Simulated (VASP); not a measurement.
# In2GaP3 (I4/mmm) in VASP: notebook

In2GaP3 is run at these levels: PBE; tasks: single point, relaxation of cell and atoms.

Everything below comes from runs of VASP 6.6.1. Logs are shortened: lines on timing, memory, paths and dates and some standing lists are left out, and cuts for length are marked.

## (1) The cell of the first run

The structure is tetragonal, space group I4/mmm (No. 139). Conventional cell: a = 3.846 Å, b = 3.846 Å, c = 16.248 Å, α = 90.00°, β = 90.00°, γ = 90.00°. Within 3.6 Å of In (site symmetry 4mm) lie 6 P at 2.70 to 2.79 Å. Ga (site symmetry 4/mmm) has 6 P at 2.63 to 2.72 Å within 3.5 Å. Within 3.5 Å of P (site symmetry 4mm) lie 1 Ga at 2.63 Å and 5 In at 2.72 to 2.79 Å. Within 3.6 Å of P (site symmetry 4/mmm) lie 2 In at 2.70 Å and 4 Ga at 2.72 Å.

## (2) Single point, PBE

INCAR

```
SYSTEM = In2GaP3
PREC = Accurate
ENCUT = 520
EDIFF = 1E-6
ISMEAR = 0
SIGMA = 0.1
LREAL = .FALSE.
LASPH = .TRUE.
NELM = 80
ALGO = Normal
ISIF = 2
LWAVE = .FALSE.
LCHARG = .FALSE.
GGA = PE
NBANDS = 36
```

KPOINTS

```
regular mesh
0
G
  6 6 6
  0 0 0
```

POSCAR

```
In2GaP3
1.0
   -1.9227939565      1.9227939565      8.1242230323
    1.9227939565     -1.9227939565      8.1242230323
    1.9227939565      1.9227939565     -8.1242230323
In Ga P
2 1 3
Direct
    0.6664195541      0.6664195541      0.0000000000
    0.3335804459      0.3335804459      0.0000000000
    0.0000000000      0.0000000000      0.0000000000
    0.1617027586      0.1617027586      0.0000000000
    0.8382972414      0.8382972414      0.0000000000
    0.5000000000      0.5000000000      0.0000000000
```

Potentials or basis: VASP PAW PBE potentials, release 64 (In_d, Ga_d, P).

Started as:

```bash
$ cat potpaw_PBE.64/In_d/POTCAR potpaw_PBE.64/Ga_d/POTCAR potpaw_PBE.64/P/POTCAR > POTCAR
$ mpirun -np 1 vasp_std > vasp.out
```

OUTCAR:

```text
SYSTEM = In2GaP3
   PREC = Accurate
   ENCUT = 520
   EDIFF = 1E-6
   ISMEAR = 0
   LREAL = .FALSE.
   LASPH = .TRUE.
   NELM = 80
   ISIF = 2
   GGA = PE

 ion  position               nearest neighbor table
   1  0.666  0.666  0.000-   6 2.70   4 2.72   4 2.72   4 2.72   4 2.72   5 2.79   2 3.84   2 3.84
                             2 3.84   2 3.84
   2  0.334  0.334  0.000-   6 2.70   5 2.72   5 2.72   5 2.72   5 2.72   4 2.79   1 3.84   1 3.84
                             1 3.84   1 3.84
   3  0.000  0.000  0.000-   4 2.63   5 2.63   6 2.72   6 2.72   6 2.72   6 2.72
   4  0.162  0.162  0.000-   3 2.63   1 2.72   1 2.72   1 2.72   1 2.72   2 2.79
   5  0.838  0.838  0.000-   3 2.63   2 2.72   2 2.72   2 2.72   2 2.72   1 2.79
   6  0.500  0.500  0.000-   1 2.70   2 2.70   3 2.72   3 2.72   3 2.72   3 2.72

  LATTYP: Found a body centered tetragonal cell.
 ALAT       =     3.8455879130
 C/A-ratio  =     4.2252176864

  Lattice vectors:

 A1 = (  -1.9227939565,   1.9227939565,   8.1242230323)
 A2 = (   1.9227939565,  -1.9227939565,   8.1242230323)
 A3 = (   1.9227939565,   1.9227939565,  -8.1242230323)

Analysis of symmetry for initial positions (statically):
=====================================================================
 Subroutine PRICEL returns:
 Original cell was already a primitive cell.

 Routine SETGRP: Setting up the symmetry group for a
 body centered tetragonal supercell.

 Subroutine GETGRP returns: Found 16 space group operations
 (whereof 16 operations were pure point group operations)
 out of a pool of 16 trial point group operations.

The static configuration has the point symmetry D_4h.

Analysis of symmetry for dynamics (positions and initial velocities):
=====================================================================
 Subroutine PRICEL returns:
 Original cell was already a primitive cell.

 Routine SETGRP: Setting up the symmetry group for a
 body centered tetragonal supercell.

 Subroutine GETGRP returns: Found 16 space group operations
 (whereof 16 operations were pure point group operations)
 out of a pool of 16 trial point group operations.

The dynamic configuration has the point symmetry D_4h.

 Subroutine INISYM returns: Found 16 space group operations
 (whereof 16 operations are pure point group operations),
 and found     1 'primitive' translations

----------------------------------------------------------------------------------------

                                     Primitive cell

  volume of cell :     120.1454

  direct lattice vectors                    reciprocal lattice vectors
    -1.922793957  1.922793957  8.124223032     0.000000000  0.260038263  0.061544347
     1.922793957 -1.922793957  8.124223032     0.260038263  0.000000000  0.061544347
     1.922793957  1.922793957 -8.124223032     0.260038263  0.260038263  0.000000000

  length of vectors
     8.567220849  8.567220849  8.567220849     0.267222014  0.267222014  0.367749638

  position of ions in fractional coordinates (direct lattice)
     0.666419554  0.666419554  0.000000000
     0.333580446  0.333580446  0.000000000
     0.000000000  0.000000000  0.000000000
     0.161702759  0.161702759  0.000000000
     0.838297241  0.838297241  0.000000000
     0.500000000  0.500000000  0.000000000

  ion indices of the primitive-cell ions
   primitive index   ion index
                 1           1
                 2           2
                 3           3
                 4           4
                 5           5
                 6           6

----------------------------------------------------------------------------------------

 KPOINTS: regular mesh

Automatic generation of k-mesh.
 Grid dimensions read from file:
 generate k-points for:    6    6    6

 Generating k-lattice:

  Cartesian coordinates                     Fractional coordinates (reciprocal lattice)
     0.000000000  0.043339710  0.010257391     0.166666667 -0.000000000  0.000000000
     0.043339710  0.000000000  0.010257391    -0.000000000  0.166666667  0.000000000
     0.043339710  0.043339710  0.000000000     0.000000000  0.000000000  0.166666667

  Length of vectors
     0.044537002  0.044537002  0.061291606

  Shift w.r.t. Gamma in fractional coordinates (k-lattice)
     0.000000000  0.000000000  0.000000000

 Subroutine IBZKPT returns following result:
 ===========================================

 Found     30 irreducible k-points:

 Following reciprocal coordinates:
            Coordinates               Weight
  0.000000  0.000000  0.000000      1.000000
  0.166667  0.000000 -0.000000      8.000000
  0.333333  0.000000 -0.000000      8.000000
  0.500000  0.000000 -0.000000      4.000000
  0.166667  0.166667 -0.000000      8.000000
  0.333333  0.166667 -0.000000     16.000000
[... 16 lines left out ...]
 -0.333333 -0.333333  0.166667      8.000000
 -0.166667 -0.333333  0.166667      8.000000
 [... further k-points ...]
   k-points           NKPTS =     30   k-points in BZ     NKDIM =     30   number of bands    NBANDS=     36
   number of dos      NEDOS =    301   number of ions     NIONS =      6
   total plane-waves  NPLWV = 262144
   dimension x,y,z NGX =    64 NGY =   64 NGZ =   64
   dimension x,y,z NGXF=   128 NGYF=  128 NGZF=  128
   ions per type =               2   1   3
   NGX,Y,Z   is equivalent  to a cutoff of  12.42, 12.42, 12.42 a.u.
   NGXF,Y,Z  is equivalent  to a cutoff of  24.84, 24.84, 24.84 a.u.
 SYSTEM =  In2GaP3
   PREC   = accura    normal or accurate (medium, high low for compatibility)
   ISTART =      0    job   : 0-new  1-cont  2-samecut
   ICHARG =      2    charge: 1-file 2-atom 10-const
   ISPIN  =      1    spin polarized calculation?
   LNONCOLLINEAR =      F non collinear calculations
   LSORBIT =      F    spin-orbit coupling
   LASPH  =      T    aspherical Exc in radial PAW
   ENCUT  =  520.0 eV  38.22 Ry    6.18 a.u.  15.93 15.93 15.93*2*pi/ulx,y,z
   NELM   =     80;   NELMIN=  2; NELMDL= -5     # of ELM steps
   EDIFF  = 0.1E-05   stopping-criterion for ELM
   LREAL  =      F    real-space projection
   EDIFFG = 0.1E-04   stopping-criterion for IOM
   NSW    =      0    number of steps for IOM
   IBRION =     -1    ionic relax: 0-MD 1-quasi-New 2-CG
   NFREE  =      0    steps in history (QN), initial steepest desc. (CG)
   ISIF   =      2    stress and relaxation
   ISYM   =      2    0-nonsym 1-usesym 2-fastsym
   POTIM  = 0.5000    time-step for ionic-motion
   TEBEG  =    0.0;   TEEND  =   0.0 temperature during run
   PSTRESS=    0.0 pullay stress
   NELECT =      54.0000    total number of electrons
   NUPDOWN=      -1.0000    fix difference up-down
   EMIN   =  10.00;   EMAX   =-10.00  energy-range for DOS
   EFERMI =   0.00;   METHOD = LEGACY
   ISMEAR =     0;   SIGMA  =   0.10  broadening in eV -4-tet -1-fermi 0-gaus
   EFERMI_NEDOS =   21; number of points for ismear=-14 and -15
   IALGO  =     38    algorithm
   IMIX   =      4    mixing-type and parameters
     AMIX     =   0.40;   BMIX     =  1.00
     AMIX_MAG =   1.60;   BMIX_MAG =  1.00
  volume/ion in A,a.u.               =      20.02       135.13
  Fermi-wavevector in a.u.,A,eV,Ry     =   1.254018  2.369750 21.395981  1.572560
  Thomas-Fermi vector in A             =   2.387843
   LORBIT       =      0    0 simple, 1 ext, 2 COOP (PROOUT), +10 PAW based schemes
   GGA     = PE    functional components
   LHFCALC =     F    Hartree Fock is set to
   AEXX    =    0.0000 exact exchange contribution
   IVDW    =     0    specifies the selected vdW correction
   LEPSILON=     F    determine dielectric tensor
   LRPA    =     F    only Hartree local field effects (RPA)
 non-spin polarized calculation
 Gauss-broadening in eV      SIGMA  =   0.10
  energy-cutoff  :      520.00
  volume of cell :      120.15
 maximum number of plane-waves:      3258
   NGX = 31   NGY = 31   NGZ = 31

 number of electron      54.0000009 magnetization

 Free energy of the ion-electron system (eV)
  ---------------------------------------------------
  ext. energy  EPLUGINS =         0.00000000
  ---------------------------------------------------
  free energy    TOTEN  =       -23.98630648 eV

  energy without entropy =      -23.96450183  energy(sigma->0) =      -23.97540415

 E-fermi :   6.7696     XC(G=0): -10.5312

 val. band max:        6.7273343182   @ k =  -0.1667   0.5000   0.1667
 cond. band min:       6.7726936483   @ k =  -0.1667   0.3333   0.1667
 fundamental gap:      0.0453593301
 Fermi energy:         6.7696351667

 k-point     1 :       0.0000    0.0000    0.0000
  band No.  band energies     occupation
      1      -7.8587      2.00000
      2      -7.7787      2.00000
      3      -7.7755      2.00000
      4      -7.7476      2.00000
      5      -7.7476      2.00000
      6      -7.7399      2.00000
[... 28 lines left out ...]
     35      13.9217      0.00000
     36      14.7287      0.00000

 k-point     2 :       0.1667    0.0000   -0.0000
  band No.  band energies     occupation
      1      -7.8489      2.00000
      2      -7.7813      2.00000
      3      -7.7730      2.00000
      4      -7.7511      2.00000
      5      -7.7473      2.00000
      6      -7.6998      2.00000
[... 28 lines left out ...]
     35      13.0905      0.00000
     36      13.4530      0.00000

 k-point     3 :       0.3333    0.0000   -0.0000
  band No.  band energies     occupation
      1      -7.8285      2.00000
      2      -7.7930      2.00000
      3      -7.7607      2.00000
      4      -7.7578      2.00000
      5      -7.7473      2.00000
      6      -7.6271      2.00000
[... 28 lines left out ...]
     35      12.1444      0.00000
     36      12.1950      0.00000
[... 742 lines left out ...]
 k-point    23 :      -0.3333   -0.3333    0.1667
  band No.  band energies     occupation
      1      -7.8553      2.00000
      2      -7.7902      2.00000
      3      -7.7673      2.00000
      4      -7.7510      2.00000
      5      -7.7508      2.00000
      6      -7.6657      2.00000
[... 28 lines left out ...]
     35      12.5904      0.00000
     36      12.6495      0.00000

 k-point    24 :      -0.1667   -0.3333    0.1667
  band No.  band energies     occupation
      1      -7.8604      2.00000
      2      -7.7814      2.00000
      3      -7.7730      2.00000
      4      -7.7510      2.00000
      5      -7.7474      2.00000
      6      -7.6893      2.00000
[... 28 lines left out ...]
     35      12.6461      0.00000
     36      13.0580      0.00000

 [... further k-points ...]

------------------------ aborting loop because EDIFF is reached ----------------------------------------

  FORCE on cell =-STRESS in cart. coord.  units (eV):
  Direction    XX          YY          ZZ          XY          YZ          ZX
  --------------------------------------------------------------------------------------
  -------------------------------------------------------------------------------------
  Total       -0.0013362     -0.0013362     -0.1843941      0.0000000      0.0000000      0.0000000
  in kB       -0.0178180     -0.0178180     -2.4589534      0.0000000      0.0000000      0.0000000
  external PRESSURE =      -0.8315298 kB  Pullay stress =       0.0000000 kB

 VOLUME and BASIS-vectors are now :
 -----------------------------------------------------------------------------
  energy-cutoff  :      520.00
  volume of cell :      120.15
      direct lattice vectors                 reciprocal lattice vectors
    -1.922793957  1.922793957  8.124223032     0.000000000  0.260038263  0.061544347
     1.922793957 -1.922793957  8.124223032     0.260038263  0.000000000  0.061544347
     1.922793957  1.922793957 -8.124223032     0.260038263  0.260038263  0.000000000

 POSITION                                       TOTAL-FORCE (eV/Angst)
 -----------------------------------------------------------------------------------
      0.00000      0.00000     10.82828         0.000000      0.000000     -0.003708
      0.00000      0.00000      5.42016        -0.000000      0.000000      0.003708
      0.00000      0.00000      0.00000        -0.000000      0.000000     -0.000000
      0.00000      0.00000      2.62742         0.000000     -0.000000     -0.014543
      0.00000      0.00000     13.62103        -0.000000      0.000000      0.014543
      0.00000      0.00000      8.12422        -0.000000      0.000000     -0.000000
 -----------------------------------------------------------------------------------
    total drift:                                0.000000     -0.000000      0.000000

  FREE ENERGIE OF THE ION-ELECTRON SYSTEM (eV)
  ---------------------------------------------------
  free  energy   TOTEN  =       -23.9863064770 eV

  energy  without entropy=      -23.9645018276  energy(sigma->0) =      -23.97540415
```

Run time: 4.9 min. Hardware: 1 thread of Intel Xeon 6975P-C (Granite Rapids), shared host; peak memory 0.6 GiB.

What came out:

```yaml
Free_energy: -23.9863 eV
Pressure: -0.1 GPa
Largest_force: 0.015 eV/Å
Band_gap_on_the_k_mesh: zero (bands 27 and 28 overlap by 2.76 eV)
```

Forces on the atoms (eV/Å):
```
In   0.000  0.000 -0.004
In   0.000  0.000  0.004
Ga   0.000  0.000  0.000
P    0.000  0.000 -0.015
P    0.000  0.000  0.015
P    0.000  0.000  0.000
```

Levels at points of the mesh, in eV from the Fermi level:
| k point | band 24 | band 25 | band 26 | band 27 | band 28 | band 29 | band 30 | band 31 |
| --- | --- | --- | --- | --- | --- | --- | --- | --- |
| (0.00, 0.00, 0.00) | -1.96 | -1.28 | -1.04 | -0.18 | -0.18 | -0.07 | 0.79 | 4.14 |
| (0.50, 0.00, 0.00) | -0.09 | -0.08 | 0.15 | 0.15 | 2.16 | 2.36 | 2.72 | 3.22 |
| (0.50, 0.50, 0.00) | -3.50 | -3.14 | -2.65 | -2.43 | -2.35 | 0.97 | 1.04 | 3.75 |
| (0.50, 0.50, 0.50) | -2.01 | -1.04 | -1.04 | -0.71 | -0.71 | 2.45 | 3.20 | 3.75 |

Caveat: spin-orbit coupling is left out, which moves the levels of the heavy elements.

[end of part 1 of 2]
